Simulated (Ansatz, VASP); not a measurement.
## Two plane-wave programs on HfB2

The input INCAR:

```
PREC = Accurate
ENCUT = 520
EDIFF = 1E-6
ISMEAR = -1
SIGMA = 0.05
LREAL = False
LASPH = True
NELM = 150
ALGO = Normal
ISIF = 2
LWAVE = False
LCHARG = False
MAGMOM = 0 0 0 0 0 0 0 0 0
LORBIT = 11
LSORBIT = True
GGA_COMPAT = False
LORBMOM = True
LMAXMIX = 4
NBANDS = 29
```

KPOINTS

```
regular mesh
0
Gamma
  7 7 6
```

Contents of POSCAR:

```
HfB2
1.0
    3.1400000000      0.0000000000      0.0000000000
   -1.5700000000      2.7193197679      0.0000000000
    0.0000000000      0.0000000000      3.4800000000
Hf B
1 2
Direct
    0.0000000000      0.0000000000      0.0000000000
    0.6666666667      0.3333333333      0.5000000000
    0.3333333333      0.6666666667      0.5000000000
```

File input.yaml:

```yaml
crystal:
  lattice:
    - [3.14, 0.0, 0.0]
    - [-1.57, 2.7193197679, 0.0]
    - [0.0, 0.0, 3.48]
  atoms:
    - { symbol: Hf, position: [0.0, 0.0, 0.0] }
    - { symbol: B, position: [0.6666666667, 0.3333333333, 0.5] }
    - { symbol: B, position: [0.3333333333, 0.6666666667, 0.5] }
hamiltonian:
  xc: lda
  pseudopotentials: { kind: paw_fr }
magnetization:
  noncollinear: true
  spin_orbit: true
kpoints:
  mp_grid: { grid: [7, 7, 6] }
  band_path:
    path:
      - [[0.0, 0.0, 0.0], [0.5, 0.0, 0.0], [0.3333333333, 0.3333333333, 0.0], [0.0, 0.0, 0.0], [0.0, 0.0, 0.5], [0.5, 0.0, 0.5], [0.3333333333, 0.3333333333, 0.5], [0.0, 0.0, 0.5]]
      - [[0.5, 0.0, 0.5], [0.5, 0.0, 0.0]]
      - [[0.3333333333, 0.3333333333, 0.0], [0.3333333333, 0.3333333333, 0.5]]
    npoints: 14
scf:
  occupations: { method: fermi_dirac, width: 0.05 }
  n_extra_bands: 7
output:
  forces: true
  stress: true
  eigenvalues: true
  fatbands: true
```

Alike in both runs: functional LDA; k mesh 7 × 7 × 6; occupations fermi-dirac, width 0.05 eV; non-collinear spin, spin-orbit coupling.

```csv
,VASP,Ansatz
version,VASP 6.6.1,Ansatz 0.2.0
potentials or method,"VASP PAW LDA potentials, release 64 (Hf_pv, B)",Ansatz PAW
plane-wave cutoff (eV),520,420
valence electrons in the cell,16,32
task,single point,band structure
```

Ansatz gave:

| Quantity | Value |
| --- | --- |
| pressure (GPa) | -10.5 |
| traceless stress, the component that is largest in VASP (GPa) | -0.86 |
| net moment per atom (μB) | 0.00 |

Problem. What did VASP give for the same quantities?

Solution. Pressure (GPa): -9.6; traceless stress, the component that is largest in VASP (GPa): -0.40; net moment per atom (μB): 0.00.

LDA's correlation is that of Perdew and Zunger in VASP and of Perdew and Wang (1992) in Ansatz. VASP's potentials hold 16 valence electrons a cell and Ansatz's 32, so a difference there can come from the potentials and not from the codes.
